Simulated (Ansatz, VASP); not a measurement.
Re2Te: VASP beside Ansatz

```xyz
3
Lattice="0.0000 3.0644 3.0644 3.0644 0.0000 3.0644 3.0644 3.0644 0.0000" Properties=species:S:1:pos:R:3 pbc="T T T"
Re    1.5322    1.5322    1.5322
Re    4.5965    4.5965    4.5965
Te    0.0000    0.0000    0.0000
```

Alike in both runs: functional PBE; k mesh 6 × 6 × 6; occupations gaussian, width 0.1 eV; no spin polarisation.

Ansatz relaxed the structure, and its values are those at the end. VASP's run is a single point on that final structure, the one shown.

```csv
,VASP,Ansatz
version,VASP 6.6.1,Ansatz 0.2.0
potentials or method,"VASP PAW PBE potentials, release 64 (Re, Te), cutoff 520 eV","scalar-relativistic, plane waves, PAW"
valence electrons in the cell,20,46
```

```csv
,VASP,Ansatz,Ansatz less VASP
gap on the k mesh at the Fermi level (eV),none,none,-
pressure (GPa),0.0,0.0,-0.08
```

A gap of «none» marks a metal or a gap that the smearing closes. VASP's potentials hold 20 valence electrons a cell and Ansatz's 46, so a difference there can come from the potentials and not from the codes.

Spin-orbit coupling is off throughout.
